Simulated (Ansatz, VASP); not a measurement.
# NaH in VASP and in Ansatz

```
Na H
1.0
     0.00000    2.41510    2.41510
     2.41510    0.00000    2.41510
     2.41510    2.41510    0.00000
Na H
1 1
Direct
  0.00000 0.00000 0.00000
  0.50000 0.50000 0.50000
```

Change from the starting cell: species swapped into the CrN type (Pmmn, No. 59).

Alike in both runs: functional PBE; k mesh 8 × 8 × 8; occupations gaussian, width 0.02 eV; no spin polarisation.

Ansatz relaxed the structure, and its values are those at the end. VASP's run is a single point on that final structure, the one shown.

```csv
,VASP,Ansatz
version,VASP 6.6.1,Ansatz 0.2.0
potentials or method,"VASP PAW PBE potentials, release 64 (Na_pv, H), cutoff 500 eV","scalar-relativistic, plane waves, PAW"
valence electrons in the cell,8,10
```

```tsv
	VASP	Ansatz	Ansatz less VASP
gap on the k mesh at the Fermi level (eV)	3.76	3.76	+0.002
least direct gap on the mesh (eV)	4.62	4.62	+0.005
pressure (GPa)	0.0	0.0	+0.07
```

With one functional, cell and mesh, what is left measures potentials, basis and numerics. VASP's potentials hold 8 valence electrons a cell and Ansatz's 10, so a difference there can come from the potentials and not from the codes.
